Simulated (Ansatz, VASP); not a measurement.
## Two plane-wave programs on GaP

Contents of INCAR:

```
ALGO = Normal ; EDIFF = 1E-7
ENCUT = 520 ; GGA = CA
ISIF = 2 ; ISMEAR = 0
LASPH = True ; LCHARG = False
LREAL = False ; LWAVE = False
NBANDS = 26 ; NELM = 60
PREC = Accurate ; SIGMA = 0.05
```

File KPOINTS:

```
k-points
0
Gamma
  12 12 12
```

POSCAR

```
GaP
1.0
    2.0511773743      1.1842478092      5.7704759546
   -2.0511773743      1.1842478092      5.7704759546
    0.0000000000     -2.3684956184      5.7704759546
Ga P
2 2
Direct
    0.4353720000      0.4353720000      0.4353720000
    0.5646280000      0.5646280000      0.5646280000
    0.0573890000      0.0573890000      0.0573890000
    0.9426110000      0.9426110000      0.9426110000
```

Input for Ansatz:

```yaml
crystal:
  lattice:
    - [2.0511773743, 1.1842478092, 5.7704759546]
    - [-2.0511773743, 1.1842478092, 5.7704759546]
    - [0.0, -2.3684956184, 5.7704759546]
  atoms:
    - { symbol: Ga, position: [0.435372, 0.435372, 0.435372] }
    - { symbol: Ga, position: [0.564628, 0.564628, 0.564628] }
    - { symbol: P, position: [0.057389, 0.057389, 0.057389] }
    - { symbol: P, position: [0.942611, 0.942611, 0.942611] }
basis:
  ecutwfc: 420
kpoints:
  mp_grid: { grid: [12, 12, 12] }
hamiltonian:
  xc: lda
scf:
  occupations: { method: gaussian, width: 0.05 }
output:
  forces: true
  stress: true
  eigenvalues: true
  write_density: true
  write_potential: true
  elf: true
  volumetric_format: npy
```

Alike in both runs: task single point; functional LDA; k mesh 12 × 12 × 12; occupations gaussian, width 0.05 eV; no spin polarisation.

|  | VASP | Ansatz |
| --- | --- | --- |
| version | VASP 6.6.1 | Ansatz 0.2.0 |
| potentials or method | VASP PAW LDA potentials, release 64 (Ga_d, P), cutoff 520 eV | scalar-relativistic, plane waves, PAW |
| valence electrons in the cell | 36 | 36 |

Ansatz gave:

```
gap on the k mesh at the Fermi level (eV)                     : none
pressure (GPa)                                                : 0.5
traceless stress, the component that is largest in VASP (GPa) : 23.47
rms of the force components (eV/Å)                            : 1.565
```

Estimate VASP's values.

gap on the k mesh at the Fermi level (eV): none; pressure (GPa): 0.5; traceless stress, the component that is largest in VASP (GPa): 23.37; rms of the force components (eV/Å): 1.535.

LDA's correlation is that of Perdew and Zunger in VASP and of Perdew and Wang (1992) in Ansatz. Atom by atom the forces differ by 0.038 eV/Å (rms over components). A gap of «none» marks a metal or a gap that the smearing closes.
